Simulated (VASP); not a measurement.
Here is a VASP 6.6.1 calculation.

Contents of POSCAR:

```
MgO
1.0
    2.6583824980      0.0000000000      0.0000000000
    0.0000000000      2.6583824980      0.0000000000
    0.0000000000      0.0000000000      2.6583824980
Mg O
1 1
Direct
    0.0000000000      0.0000000000      0.0000000000
    0.5000000000      0.5000000000      0.5000000000
```

File INCAR.step1:

```
SYSTEM = MgO
PREC = Accurate
ENCUT = 660
ISMEAR = 0
SIGMA = 0.05
LREAL = .False.
LASPH = .True.
NELM = 120
NBANDS = 15
GGA = PE
ALGO = Normal
EDIFF = 1E-5
LWAVE = .True.
LCHARG = .False.
GGA_COMPAT = .False.
```

INCAR.step2

```
SYSTEM = MgO
PREC = Accurate
ENCUT = 660
EDIFF = 1E-6
ISMEAR = 0
SIGMA = 0.05
LREAL = .False.
LASPH = .True.
NELM = 120
ALGO = Normal
ISIF = 2
LWAVE = .False.
LCHARG = .False.
METAGGA = R2SCAN
LMIXTAU = .True.
NBANDS = 15
ISTART = 1
GGA_COMPAT = .False.
```

The input KPOINTS:

```
Automatic mesh
0
Gamma
  8 8 8
  0 0 0
```

Potentials or basis: VASP PAW PBE potentials, release 64 (Mg_sv, O).

Launch:

```console
$ cat potpaw_PBE.64/Mg_sv/POTCAR potpaw_PBE.64/O/POTCAR > POTCAR
$ cp INCAR.step1 INCAR
$ mpirun -np 1 vasp_std > vasp.out
$ cp INCAR.step2 INCAR
$ mpirun -np 1 vasp_std > vasp.out
```

What does it give for the pressure?

-6.4 GPa.

What does it give for the band gap on the k mesh?

3.16 eV, indirect (least direct gap 4.17 eV).

Caveat: the PAW data sets were made with another functional, which shifts forces and pressure a little. A k mesh can miss the band edges.
